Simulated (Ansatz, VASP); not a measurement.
**NiN2: VASP beside Ansatz**

Contents of INCAR:

```
PREC = Accurate
ENCUT = 600
EDIFF = 1E-7
ISMEAR = 0
SIGMA = 0.1
LREAL = F
LASPH = T
NELM = 60
ALGO = Normal
ISIF = 3
LWAVE = F
LCHARG = F
GGA = PE
IBRION = 2
NSW = 90
EDIFFG = -0.04
```

KPOINTS

```
Automatic mesh
0
Gamma
  6 6 4
```

The input POSCAR:

```
NiN2
1.0
    3.2823001024      0.0000000000      0.0000000000
    0.0000000000      3.2823001024      0.0000000000
    0.0000000000      0.0000000000      4.7252489170
Ni N
2 4
Direct
    0.0000000000      0.0000000000      0.0000000000
    0.5000000000      0.5000000000      0.5000000000
    0.0000000000      0.5000000000      0.2030000000
    0.0000000000      0.5000000000      0.7030000000
    0.5000000000      0.0000000000      0.2970000000
    0.5000000000      0.0000000000      0.7970000000
```

Input for Ansatz:

```yaml
crystal:
  lattice:
    - [3.2823001024, 0.0, 0.0]
    - [0.0, 3.2823001024, 0.0]
    - [0.0, 0.0, 4.725248917]
  atoms:
    - { symbol: Ni, position: [0.0, 0.0, 0.0] }
    - { symbol: Ni, position: [0.5, 0.5, 0.5] }
    - { symbol: "N", position: [0.0, 0.5, 0.203] }
    - { symbol: "N", position: [0.0, 0.5, 0.703] }
    - { symbol: "N", position: [0.5, 0.0, 0.297] }
    - { symbol: "N", position: [0.5, 0.0, 0.797] }
basis:
  ecutwfc: 420
kpoints:
  mp_grid: { grid: [6, 6, 4] }
hamiltonian:
  xc: pbe
scf:
  occupations: { method: gaussian, width: 0.1 }
  lower_state_search: "off"
output:
  forces: true
  stress: true
  eigenvalues: true
relax:
  adjacent_minimum: "off"
  f_tol: 0.04
  max_steps: 70
  cell: { stress_tol: 0.4 }
```

Alike in both runs: task relaxation of cell and atoms; functional PBE; k mesh 6 × 6 × 4; occupations gaussian, width 0.1 eV; no spin polarisation.

|  | VASP | Ansatz |
| --- | --- | --- |
| version | VASP 6.6.1 | Ansatz 0.2.0 |
| potentials or method | VASP PAW PBE potentials, release 64 (Ni, N), cutoff 600 eV | scalar-relativistic, plane waves, PAW |
| valence electrons in the cell | 40 | 56 |

Ansatz gave:

```
gap on the k mesh at the Fermi level, each at its own relaxed structure (eV) : none
relaxed volume (Å³/atom)                                                     : 8.43
relaxed cell length with the largest relative difference (Å)                 : 4.393
```

Question: Which values does VASP return?

Answer: gap on the k mesh at the Fermi level, each at its own relaxed structure (eV): none; relaxed volume (Å³/atom): 8.44; relaxed cell length with the largest relative difference (Å): 4.363.

A gap of «none» marks a metal or a gap that the smearing closes. VASP's potentials hold 40 valence electrons a cell and Ansatz's 56, so a difference there can come from the potentials and not from the codes.
